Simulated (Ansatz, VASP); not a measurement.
BiS4 in VASP and in Ansatz

Contents of INCAR:

```
PREC = Accurate
ENCUT = 600
EDIFF = 1E-7
ISMEAR = 0
SIGMA = 0.1
LREAL = False
LASPH = True
NELM = 80
ALGO = Normal
ISIF = 3
LWAVE = False
LCHARG = False
GGA = PE
IBRION = 2
NSW = 90
EDIFFG = -0.04
```

KPOINTS

```
Automatic mesh
0
Gamma
  4 4 4
```

Contents of POSCAR:

```
BiS4
1.0
   -3.3688739800      3.3688739800      3.3688739800
    3.3688739800     -3.3688739800      3.3688739800
    3.3688739800      3.3688739800     -3.3688739800
Bi S
1 4
Direct
    0.0000000000      0.0000000000      0.0000000000
    0.5000000000      0.5000000000      0.5000000000
    0.0000000000      0.0000000000      0.5000000000
    0.0000000000      0.5000000000      0.0000000000
    0.5000000000      0.0000000000      0.0000000000
```

Input for Ansatz:

```yaml
crystal:
  lattice:
    - [-3.36887398, 3.36887398, 3.36887398]
    - [3.36887398, -3.36887398, 3.36887398]
    - [3.36887398, 3.36887398, -3.36887398]
  atoms:
    - { symbol: Bi, position: [0.0, 0.0, 0.0] }
    - { symbol: S, position: [0.5, 0.5, 0.5] }
    - { symbol: S, position: [0.0, 0.0, 0.5] }
    - { symbol: S, position: [0.0, 0.5, 0.0] }
    - { symbol: S, position: [0.5, 0.0, 0.0] }
basis:
  ecutwfc: 420
kpoints:
  mp_grid: { grid: [4, 4, 4] }
hamiltonian:
  xc: pbe
scf:
  occupations: { method: gaussian, width: 0.1 }
  lower_state_search: "off"
output:
  forces: true
  stress: true
  eigenvalues: true
relax:
  adjacent_minimum: "off"
  f_tol: 0.04
  max_steps: 70
  cell: { stress_tol: 0.4 }
```

Alike in both runs: task relaxation of cell and atoms; functional PBE; k mesh 4 × 4 × 4; occupations gaussian, width 0.1 eV; no spin polarisation.

|  | VASP | Ansatz |
| --- | --- | --- |
| version | VASP 6.6.1 | Ansatz 0.2.0 |
| potentials or method | VASP PAW PBE potentials, release 64 (Bi_d, S), cutoff 600 eV | scalar-relativistic, plane waves, PAW |
| valence electrons in the cell | 39 | 39 |

Ansatz gave:

| Item | Value |
| --- | --- |
| gap on the k mesh at the Fermi level, each at its own relaxed structure (eV) | none |
| relaxed volume (Å³/atom) | 25.89 |
| relaxed cell length with the largest relative difference (Å) | 5.520 |

Q: Which values does VASP return?

A: gap on the k mesh at the Fermi level, each at its own relaxed structure (eV): none; relaxed volume (Å³/atom): 26.01; relaxed cell length with the largest relative difference (Å): 5.528.

A gap of «none» marks a metal or a gap that the smearing closes.

Spin-orbit coupling is off throughout.
